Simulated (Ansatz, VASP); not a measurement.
# TiAl in VASP and in Ansatz

INCAR

```
SYSTEM = TiAl
PREC = Accurate
ENCUT = 520
EDIFF = 1E-7
ISMEAR = 0
SIGMA = 0.15
LREAL = .FALSE.
LASPH = .TRUE.
NELM = 80
ALGO = Fast
ISIF = 2
LWAVE = .FALSE.
LCHARG = .FALSE.
GGA = PS
NBANDS = 14
```

KPOINTS

```
Automatic mesh
0
G
  16 16 16
  0 0 0
```

The input POSCAR:

```
TiAl
1.0
    3.3560335660      0.0000000000      0.0000000000
    0.0000000000      3.3560335660      0.0000000000
    0.0000000000      0.0000000000      2.8526285311
Ti Al
1 1
Direct
    0.0000000000      0.0000000000      0.0000000000
    0.5000000000      0.5000000000      0.5000000000
```

Input for Ansatz:

```yaml
crystal:
  lattice:
    - [3.356033566, 0.0, 0.0]
    - [0.0, 3.356033566, 0.0]
    - [0.0, 0.0, 2.8526285311]
  atoms:
    - { symbol: Ti, position: [0.0, 0.0, 0.0] }
    - { symbol: Al, position: [0.5, 0.5, 0.5] }
basis:
  ecutwfc: 420
kpoints:
  mp_grid: { grid: [16, 16, 16] }
hamiltonian:
  xc: pbesol
scf:
  occupations: { method: gaussian, width: 0.15 }
output:
  forces: true
  stress: true
  eigenvalues: true
```

Alike in both runs: task single point; functional PBEsol; k mesh 16 × 16 × 16; occupations gaussian, width 0.15 eV; no spin polarisation.

```csv
,VASP,Ansatz
version,VASP 6.6.1,Ansatz 0.2.0
potentials or method,"VASP PAW PBE potentials, release 64 (Ti_sv, Al), cutoff 520 eV","scalar-relativistic, plane waves, PAW"
valence electrons in the cell,15,15
```

```csv
,VASP,Ansatz,Ansatz less VASP
gap on the k mesh at the Fermi level (eV),none,none,-
pressure (GPa),-1.5,-1.6,-0.05
"traceless stress, the component that is largest in VASP (GPa)",0.31,0.30,-0.010
```

VASP's potentials were made for PBE, not for PBEsol. A gap of «none» marks a metal or a gap that the smearing closes.
